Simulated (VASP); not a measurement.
A run of VASP 6.6.1 is set up as follows.

Contents of INCAR:

```
ALGO = Normal ; EDIFF = 1E-6
ENCUT = 520 ; GGA = PE
ISIF = 2 ; ISMEAR = 0
LASPH = T ; LCHARG = F
LREAL = F ; LWAVE = F
NBANDS = 11 ; NELM = 60
PREC = Accurate ; SIGMA = 0.05
```

KPOINTS

```
k-points
0
Gamma
  12 12 12
```

The input POSCAR:

```
C
1.0
    0.0000000000      1.7572856722      1.8001634426
    1.7572856722      0.0000000000      1.8001634426
    1.7572856722      1.7572856722      0.0000000000
C
2
Direct
    0.5000000000      0.5000000000      0.5000000000
    0.7500000000      0.7500000000      0.7500000000
```

Potentials or basis: VASP PAW PBE potentials, release 64 (C).

The run is started by

```console
$ cat potpaw_PBE.64/C/POTCAR > POTCAR
$ mpirun -np 1 vasp_std > vasp.out
```

(1) Predict the band gap on the k mesh.

(2) Predict the pressure.

## Answers

(1) 3.89 eV, indirect (least direct gap 5.42 eV).

(2) 11.7 GPa.
